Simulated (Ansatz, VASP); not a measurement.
**One calculation of Sr, two programs**

The input INCAR:

```
ALGO = Normal
EDIFF = 1E-6
ENCUT = 520
ISIF = 2
ISMEAR = -1
LASPH = True
LCHARG = False
LREAL = False
LWAVE = False
NBANDS = 17
NELM = 60
PREC = Accurate
SIGMA = 0.05
```

KPOINTS

```
k-points
0
Gamma
  11 11 11
```

The input POSCAR:

```
Sr
1.0
   -2.8100000000      2.8600000000      1.5250000000
    2.8100000000     -2.8600000000      1.5250000000
    2.8100000000      2.8600000000     -1.5250000000
Sr
2
Direct
    0.3750000000      0.1250000000      0.2500000000
    0.6250000000      0.8750000000      0.7500000000
```

Input for Ansatz:

```yaml
crystal:
  lattice:
    - [-2.81, 2.86, 1.525]
    - [2.81, -2.86, 1.525]
    - [2.81, 2.86, -1.525]
  atoms:
    - { symbol: Sr, position: [0.375, 0.125, 0.25] }
    - { symbol: Sr, position: [0.625, 0.875, 0.75] }
kpoints:
  mp_grid: { grid: [11, 11, 11] }
scf:
  occupations: { method: fermi_dirac, width: 0.05 }
hamiltonian:
  xc: lda
  pseudopotentials: { kind: all_electron, lapw: { basis_error: 0.001 } }
output:
  forces: true
  stress: true
  eigenvalues: true
  populations: true
```

Alike in both runs: task single point; functional LDA; k mesh 11 × 11 × 11; occupations fermi-dirac, width 0.05 eV; no spin polarisation.

```csv
,VASP,Ansatz
version,VASP 6.6.1,Ansatz 0.2.0
potentials or method,"VASP PAW LDA potentials, release 64 (Sr_sv), cutoff 520 eV","all-electron LAPW, scalar-relativistic"
```

```csv
,VASP,Ansatz,Ansatz less VASP
pressure (GPa),22.7,22.2,-0.46
"traceless stress, the component that is largest in VASP (GPa)",-1.69,-1.66,+0.025
rms of the force components (eV/Å),0.004,0.003,-0.0010
```

LDA's correlation is that of Perdew and Zunger in VASP and of Perdew and Wang (1992) in Ansatz. Atom by atom the forces differ by 0.001 eV/Å (rms over components). Ansatz ran all-electron here, and VASP with PAW potentials.
